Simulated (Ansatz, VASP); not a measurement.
# Te2Mo: VASP beside Ansatz

Contents of INCAR:

```
PREC = Accurate ; ENCUT = 520
EDIFF = 1E-6 ; ISMEAR = 1
SIGMA = 0.1 ; LREAL = F
LASPH = T ; NELM = 80
ALGO = Normal ; ISIF = 2
LWAVE = F ; LCHARG = F
GGA = PS ; NBANDS = 20
```

Contents of KPOINTS:

```
regular mesh
0
Gamma
  6 6 2
```

POSCAR

```
Te2Mo
1.0
    3.5148113970     -0.0040548914     -0.0093902422
   -1.7609174000      3.0452079465     -0.0018176301
   -0.0463592870     -0.0371100141     17.4390789447
Te Mo
2 1
Direct
    0.3273653371      0.6522882116      0.8976411281
    0.3370620758      0.6584527668      0.1029064086
   -0.0008059703     -0.0112744024      0.0002734196
```

Input for Ansatz:

```yaml
crystal:
  lattice:
    - [3.5148113969532675, -0.004054891421132092, -0.00939024224103002]
    - [-1.7609174000499874, 3.0452079465278428, -0.0018176300713532358]
    - [-0.04635928695839011, -0.037110014053324494, 17.439078944673064]
  atoms:
    - { symbol: Te, position: [0.3273653370731851, 0.6522882116299598, 0.8976411281045257] }
    - { symbol: Te, position: [0.33706207579320996, 0.6584527668485523, 0.10290640862599208] }
    - { symbol: Mo, position: [-0.000805970289048214, -0.011274402407054544, 0.0002734196390508971] }
basis:
  ecutwfc: 550.0
kpoints:
  mp_grid:
    grid: [6, 6, 2]
hamiltonian:
  xc: pbesol
  pseudopotentials:
    kind: paw
scf:
  occupations:
    method: cold
    width: 0.1
output:
  forces: true
  stress: true
```

Alike in both runs: task single point; functional PBEsol; k mesh 6 × 6 × 2; no spin polarisation.

|  | VASP | Ansatz |
| --- | --- | --- |
| version | VASP 6.6.1 | Ansatz 0.2.0 |
| potentials or method | VASP PAW PBE potentials, release 64 (Te, Mo_sv), cutoff 520 eV | plane waves, PAW |
| occupations | methfessel-paxton of order 1, width 0.1 eV | cold, width 0.1 eV |
| valence electrons in the cell | 26 | 46 |

|  | VASP | Ansatz | Ansatz less VASP |
| --- | --- | --- | --- |
| rms of the force components (eV/Å) | 0.048 | 0.033 | -0.0148 |

VASP's potentials were made for PBE, not for PBEsol. Atom by atom the forces differ by 0.015 eV/Å (rms over components). VASP's potentials hold 26 valence electrons a cell and Ansatz's 46, so a difference there can come from the potentials and not from the codes.

Neither program's run includes spin-orbit coupling.
